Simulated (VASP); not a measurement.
# Ta (C2/c) in VASP: notebook, part 2 of 2

VASP 6.6.1. Earlier steps stand in the parts before.

## (3) Single point, RPBE (volume scaled by 1.08)

The input, INCAR:

```
PREC = Accurate
ENCUT = 520
EDIFF = 1E-7
ISMEAR = -1
SIGMA = 0.1
LREAL = F
LASPH = T
NELM = 80
ALGO = Normal
ISIF = 2
LWAVE = F
LCHARG = F
GGA = RP
NBANDS = 18
```

The input, KPOINTS:

```
Automatic mesh
0
Gamma
  14 14 14
```

The input, POSCAR:

```
Ta
1.0
   -3.6300108357      3.6298923061      1.4925646710
    3.6298923061     -3.6300108357      1.4925646710
    1.8957806382      1.8957806382     -1.4927817581
Ta
2
Direct
    0.9999356378      0.0000643622      1.0000000000
    0.7500643622      0.2499356378      0.5000000000
```

Potentials or basis: VASP PAW PBE potentials, release 64 (Ta_pv).

Started as:

```
> cat potpaw_PBE.64/Ta_pv/POTCAR > POTCAR
> mpirun -np 1 vasp_std > vasp.out
```

OUTCAR:

```text
PREC = Accurate
   ENCUT = 520
   EDIFF = 1E-7
   ISMEAR = -1
   LREAL = F
   LASPH = T
   NELM = 80
   ISIF = 2
   GGA = RP

 ion  position               nearest neighbor table
   1  1.000  0.000  0.000-   2 2.99   2 2.99   2 2.99   2 2.99
   2  0.750  0.250  0.500-   1 2.99   1 2.99   1 2.99   1 2.99

  Warning from LATTYP: Got some problem with cell dimensions!
  Tried to take original basis but could not verify dimensions!
  LATTYP: Found a base centered monoclinic cell.
 ALAT       =     2.9851293467
 B/A-ratio  =     3.4393998692
 C/A-ratio  =     1.0278456131
 COS(beta)  =    -0.4863345613

  Lattice vectors:

 A1 = (   3.6300108357,  -3.6298923061,  -1.4925646710)
 A2 = (  -3.6298923061,   3.6300108357,  -1.4925646710)
 A3 = (   1.8956621086,   1.8956621086,   1.4923475839)

Analysis of symmetry for initial positions (statically):
=====================================================================
 Subroutine PRICEL returns:
 Original cell was already a primitive cell.

 Routine SETGRP: Setting up the symmetry group for a
 base centered monoclinic supercell.

 Subroutine GETGRP returns: Found  4 space group operations
 (whereof  2 operations were pure point group operations)
 out of a pool of  4 trial point group operations.

The static configuration has the point symmetry C_2 .
 The point group associated with its full space group is C_2h.

Analysis of symmetry for dynamics (positions and initial velocities):
=====================================================================
 Subroutine PRICEL returns:
 Original cell was already a primitive cell.

 Routine SETGRP: Setting up the symmetry group for a
 base centered monoclinic supercell.

 Subroutine GETGRP returns: Found  4 space group operations
 (whereof  2 operations were pure point group operations)
 out of a pool of  4 trial point group operations.

The dynamic configuration has the point symmetry C_2 .
 The point group associated with its full space group is C_2h.

 Subroutine INISYM returns: Found  4 space group operations
 (whereof  2 operations are pure point group operations),
 and found     1 'primitive' translations

----------------------------------------------------------------------------------------

                                     Primitive cell

  volume of cell :      41.0836

  direct lattice vectors                    reciprocal lattice vectors
    -3.630010836  3.629892306  1.492564671     0.063023659  0.200766544  0.335004334
     3.629892306 -3.630010836  1.492564671     0.200766544  0.063023659  0.335004334
     1.895780638  1.895780638 -1.492781758     0.263751841  0.263751841  0.000020945

  length of vectors
     5.346105697  5.346105697  3.068609756     0.395609770  0.395609770  0.373001431

  position of ions in fractional coordinates (direct lattice)
     0.999935638  0.000064362  0.000000000
     0.750064362  0.249935638  0.500000000

  ion indices of the primitive-cell ions
   primitive index   ion index
                 1           1
                 2           2

----------------------------------------------------------------------------------------

 KPOINTS: Automatic mesh

Automatic generation of k-mesh.
 Grid dimensions read from file:
 generate k-points for:   14   14   14

 Generating k-lattice:

  Cartesian coordinates                     Fractional coordinates (reciprocal lattice)
     0.004501690  0.014340467  0.023928881     0.071428571  0.000000000  0.000000000
     0.014340467  0.004501690  0.023928881     0.000000000  0.071428571  0.000000000
     0.018839417  0.018839417  0.000001496     0.000000000  0.000000000  0.071428571

  Length of vectors
     0.028257841  0.028257841  0.026642959

  Shift w.r.t. Gamma in fractional coordinates (k-lattice)
     0.000000000  0.000000000  0.000000000

 Subroutine IBZKPT returns following result:
 ===========================================

 Found    744 irreducible k-points:

 Following reciprocal coordinates:
            Coordinates               Weight
  0.000000  0.000000  0.000000      1.000000
  0.071429  0.000000 -0.000000      4.000000
  0.142857 -0.000000 -0.000000      4.000000
  0.214286  0.000000 -0.000000      4.000000
  0.285714  0.000000 -0.000000      4.000000
  0.357143  0.000000 -0.000000      4.000000
[... 16 lines left out ...]
  0.214286  0.142857 -0.000000      4.000000
  0.285714  0.142857 -0.000000      4.000000
 [... further k-points ...]
   k-points           NKPTS =    744   k-points in BZ     NKDIM =    744   number of bands    NBANDS=     18
   number of dos      NEDOS =    301   number of ions     NIONS =      2
   total plane-waves  NPLWV =  38400
   dimension x,y,z NGX =    40 NGY =   40 NGZ =   24
   dimension x,y,z NGXF=    80 NGYF=   80 NGZF=   48
   ions per type =               2
   NGX,Y,Z   is equivalent  to a cutoff of  12.44, 12.44, 13.00 a.u.
   NGXF,Y,Z  is equivalent  to a cutoff of  24.88, 24.88, 26.00 a.u.
 SYSTEM =  unknown system
   PREC   = accura    normal or accurate (medium, high low for compatibility)
   ISTART =      0    job   : 0-new  1-cont  2-samecut
   ICHARG =      2    charge: 1-file 2-atom 10-const
   ISPIN  =      1    spin polarized calculation?
   LNONCOLLINEAR =      F non collinear calculations
   LSORBIT =      F    spin-orbit coupling
   LASPH  =      T    aspherical Exc in radial PAW
   ENCUT  =  520.0 eV  38.22 Ry    6.18 a.u.   9.94  9.94  5.71*2*pi/ulx,y,z
   NELM   =     80;   NELMIN=  2; NELMDL= -5     # of ELM steps
   EDIFF  = 0.1E-06   stopping-criterion for ELM
   LREAL  =      F    real-space projection
   EDIFFG = 0.1E-05   stopping-criterion for IOM
   NSW    =      0    number of steps for IOM
   IBRION =     -1    ionic relax: 0-MD 1-quasi-New 2-CG
   NFREE  =      0    steps in history (QN), initial steepest desc. (CG)
   ISIF   =      2    stress and relaxation
   ISYM   =      2    0-nonsym 1-usesym 2-fastsym
   POTIM  = 0.5000    time-step for ionic-motion
   TEBEG  =    0.0;   TEEND  =   0.0 temperature during run
   PSTRESS=    0.0 pullay stress
   NELECT =      22.0000    total number of electrons
   NUPDOWN=      -1.0000    fix difference up-down
   EMIN   =  10.00;   EMAX   =-10.00  energy-range for DOS
   EFERMI =   0.00;   METHOD = LEGACY
   ISMEAR =    -1;   SIGMA  =   0.10  broadening in eV -4-tet -1-fermi 0-gaus
   EFERMI_NEDOS =   21; number of points for ismear=-14 and -15
   IALGO  =     38    algorithm
   IMIX   =      4    mixing-type and parameters
     AMIX     =   0.40;   BMIX     =  1.00
     AMIX_MAG =   1.60;   BMIX_MAG =  1.00
  volume/ion in A,a.u.               =      20.54       138.62
  Fermi-wavevector in a.u.,A,eV,Ry     =   1.329412  2.512224 24.046066  1.767336
  Thomas-Fermi vector in A             =   2.458576
   LORBIT       =      0    0 simple, 1 ext, 2 COOP (PROOUT), +10 PAW based schemes
   GGA     = RP    functional components
   LHFCALC =     F    Hartree Fock is set to
   AEXX    =    0.0000 exact exchange contribution
   IVDW    =     0    specifies the selected vdW correction
   LEPSILON=     F    determine dielectric tensor
   LRPA    =     F    only Hartree local field effects (RPA)
 non-spin polarized calculation
  energy-cutoff  :      520.00
  volume of cell :       41.08
 maximum number of plane-waves:      1122
   NGX = 19   NGY = 19   NGZ = 11

 number of electron      22.0000003 magnetization

 Free energy of the ion-electron system (eV)
  ---------------------------------------------------
  ext. energy  EPLUGINS =         0.00000000
  ---------------------------------------------------
  free energy    TOTEN  =       -22.29896624 eV

  energy without entropy =      -22.21686483  energy(sigma->0) =      -22.25791553

 E-fermi :   4.7523     XC(G=0): -11.8926

 val. band max:        4.7514616993   @ k =  -0.1429   0.0000   0.1429
 cond. band min:       4.7542096735   @ k =  -0.0714   0.0000   0.0714
 fundamental gap:      0.0027479743
 Fermi energy:         4.7523151236

 k-point     1 :       0.0000    0.0000    0.0000
  band No.  band energies     occupation
      1     -29.8298      2.00000
      2     -29.1527      2.00000
      3     -29.0588      2.00000
      4     -29.0560      2.00000
      5     -29.0513      2.00000
      6     -29.0243      2.00000
[... 10 lines left out ...]
     17       8.4398      0.00000
     18      10.0407      0.00000
[... 466 lines left out ...]
      2     -29.6780      2.00000
      3     -29.5215      2.00000
      4     -29.2967      2.00000
      5     -29.1801      2.00000
      6     -29.1108      2.00000
[... 10 lines left out ...]
     17      10.3041      0.00000
     18      11.9722      0.00000

 [... further k-points ...]

------------------------ aborting loop because EDIFF is reached ----------------------------------------

  FORCE on cell =-STRESS in cart. coord.  units (eV):
  Direction    XX          YY          ZZ          XY          YZ          ZX
  --------------------------------------------------------------------------------------
  -------------------------------------------------------------------------------------
  Total       -3.1868795     -3.1868795     -2.9488392     -0.1412475      0.0009370      0.0009370
  in kB     -124.2818581   -124.2818581   -114.9987694     -5.5083664      0.0365402      0.0365409
  external PRESSURE =    -121.1874952 kB  Pullay stress =       0.0000000 kB

 VOLUME and BASIS-vectors are now :
 -----------------------------------------------------------------------------
  energy-cutoff  :      520.00
  volume of cell :       41.08
      direct lattice vectors                 reciprocal lattice vectors
    -3.630010836  3.629892306  1.492564671     0.063023659  0.200766544  0.335004334
     3.629892306 -3.630010836  1.492564671     0.200766544  0.063023659  0.335004334
     1.895780638  1.895780638 -1.492781758     0.263751841  0.263751841  0.000020945

 POSITION                                       TOTAL-FORCE (eV/Angst)
 -----------------------------------------------------------------------------------
     -3.62954      3.62943      1.49256        -0.006144      0.006144     -0.000000
     -0.86761      2.76327      0.74617         0.006144     -0.006144      0.000000
 -----------------------------------------------------------------------------------
    total drift:                               -0.000000      0.000000      0.000000

  FREE ENERGIE OF THE ION-ELECTRON SYSTEM (eV)
  ---------------------------------------------------
  free  energy   TOTEN  =       -22.2989662358 eV

  energy  without entropy=      -22.2168648261  energy(sigma->0) =      -22.25791553
```

OSZICAR:

```text
N       E                     dE             d eps       ncg     rms          rms(c)
DAV:   1     0.171297547811E+03    0.17130E+03   -0.12447E+04 26792   0.123E+03
DAV:   2    -0.189203662159E+02   -0.19022E+03   -0.18728E+03 32916   0.351E+02
DAV:   3    -0.232891450085E+02   -0.43688E+01   -0.43043E+01 32512   0.499E+01
DAV:   4    -0.233248605328E+02   -0.35716E-01   -0.35663E-01 30972   0.477E+00
DAV:   5    -0.233251326027E+02   -0.27207E-03   -0.27205E-03 30944   0.403E-01    0.149E+01
DAV:   6    -0.225241769436E+02    0.80096E+00   -0.99261E-01 30042   0.847E+00    0.691E+00
DAV:   7    -0.223001021051E+02    0.22407E+00   -0.79077E-01 31916   0.711E+00    0.616E-01
DAV:   8    -0.222990711437E+02    0.10310E-02   -0.12584E-02 29426   0.938E-01    0.192E-01
DAV:   9    -0.222989882649E+02    0.82879E-04   -0.74635E-04 30830   0.240E-01    0.462E-02
DAV:  10    -0.222989642568E+02    0.24008E-04   -0.34200E-05 32720   0.567E-02    0.160E-02
DAV:  11    -0.222989662266E+02   -0.19698E-05   -0.47418E-06 28610   0.210E-02    0.160E-03
DAV:  12    -0.222989659813E+02    0.24532E-06   -0.58950E-08 19456   0.206E-03    0.903E-04
DAV:  13    -0.222989662420E+02   -0.26075E-06   -0.34908E-09 14436   0.579E-04    0.144E-04
DAV:  14    -0.222989662358E+02    0.62637E-08   -0.55771E-10 14108   0.217E-04
   1 F= -.22298966E+02 E0= -.22257916E+02  d E =-.821014E-01
```

stdout:

```text
POSCAR found type information on POSCAR Ta
 POSCAR found :  1 types and       2 ions
 scaLAPACK will be used
 -----------------------------------------------------------------------------
|                                                                             |
|                                                                             |
|     You enforced a specific xc type in the INCAR file but a different       |
|     I HOPE YOU KNOW WHAT YOU ARE DOING!                                     |
|                                                                             |
 -----------------------------------------------------------------------------

 LDA part: xc-table for (Slater+PW92), standard interpolation
 POSCAR, INCAR and KPOINTS ok, starting setup
 FFT: planning ... GRIDC
 FFT: planning ... GRID_SOFT
 FFT: planning ... GRID
 WAVECAR not read
 entering main loop
```

Wall time 21 min (1 thread of AMD EPYC 7R43 (Zen 3), shared host); peak memory 0.5 GiB.

What came out:

| Property | Result |
| --- | --- |
| Free energy | -22.2990 eV |
| Pressure | -12.1 GPa |
| Largest force | 0.009 eV/Å |
| Band gap on the k mesh | zero (band 11 reaches 5.99 eV, above the bottom of band 12 at 3.86 eV) |

Forces on the atoms (eV/Å):
```
Ta  -0.006  0.006  0.000
Ta   0.006 -0.006  0.000
```

Stress tensor (GPa, compression positive):
```
-12.43  -0.55   0.00
 -0.55 -12.43   0.00
  0.00   0.00 -11.50
```

Caveat: the PAW data sets were made with another functional, which shifts forces and pressure a little; spin-orbit coupling is left out, which moves the levels of the heavy elements.

## (4) Single point, RPBE (volume scaled by 1.12)

The input, INCAR:

```
ALGO = Normal
EDIFF = 1E-7
ENCUT = 520
GGA = RP
ISIF = 2
ISMEAR = -1
LASPH = True
LCHARG = False
LREAL = False
LWAVE = False
NBANDS = 18
NELM = 60
PREC = Accurate
SIGMA = 0.1
```

The input, KPOINTS:

```
k-points
0
Gamma
  14 14 14
```

The input, POSCAR:

```
Ta
1.0
   -3.6742836238      3.6741636486      1.5107684733
    3.6741636486     -3.6742836238      1.5107684733
    1.9189021930      1.9189021930     -1.5109882080
Ta
2
Direct
    0.9999356378      0.0000643622      1.0000000000
    0.7500643622      0.2499356378      0.5000000000
```

Started as:

```
> cat potpaw_PBE.64/Ta_pv/POTCAR > POTCAR
> mpirun -np 1 vasp_std > vasp.out
```

Run time: 19 min. Hardware: 1 thread of Intel Xeon Platinum 8259CL at 2.50GHz (Skylake/Cascade Lake), shared host; peak memory 0.56 GiB.

The run converged. Its results:

* Free energy: -22.1623 eV
* Pressure: -16.6 GPa
* Largest force: 0.007 eV/Å
* Band gap on the k mesh: zero (band 11 reaches 5.61 eV, above the bottom of band 12 at 3.61 eV)

Forces on the atoms (eV/Å):
```
Ta  -0.005  0.005  0.000
Ta   0.005 -0.005  0.000
```

Stress tensor (GPa, compression positive):
```
-17.03  -0.69   0.00
 -0.69 -17.03   0.00
  0.00   0.00 -15.80
```

Levels at points of the mesh, in eV from the Fermi level:
```tsv
k point	band 9	band 10	band 11	band 12	band 13	band 14
(0.00, 0.00, 0.00)	-0.23	0.22	0.32	1.34	1.34	1.47
(0.50, 0.00, 0.00)	-2.41	-0.68	0.06	1.00	2.31	3.70
(0.50, 0.50, 0.00)	-0.79	-0.79	0.62	0.62	1.79	1.79
(0.00, 0.00, 0.50)	-1.42	-1.42	-0.85	-0.85	3.28	3.28
(0.50, 0.00, 0.50)	-2.41	-0.68	0.06	1.01	2.31	3.70
(0.50, 0.50, 0.50)	-1.61	-1.61	1.13	1.13	2.68	2.68
```

Caveat: the PAW data sets were made with another functional, which shifts forces and pressure a little; spin-orbit coupling is left out, which moves the levels of the heavy elements.

## (5) Overview

| cell | gap on the mesh (eV) | pressure (GPa) | largest force (eV/Å) |
| --- | --- | --- | --- |
| a = 5.211, b = 5.211, c = 2.991 Å, angles 97.8, 97.8, 147.6°, 2 atoms | none | -0.1 | 0.01 |
| a = 5.346, b = 5.346, c = 3.069 Å, angles 97.8, 97.8, 147.6°, 2 atoms | none | -12.1 | 0.01 |
| a = 5.411, b = 5.411, c = 3.106 Å, angles 97.8, 97.8, 147.6°, 2 atoms | none | -16.6 | 0.01 |

Alike in all rows: task single point; level RPBE; potentials or basis VASP PAW PBE potentials, release 64 (Ta_pv); no spin polarisation; k mesh 14 × 14 × 14; cutoff (eV) 520; smearing fermi-dirac 0.1 eV.

Caveats: the PAW data sets were made with another functional, which shifts forces and pressure a little; spin-orbit coupling is left out, which moves the levels of the heavy elements.

Absolute energies hang on the potentials; compare differences alone.
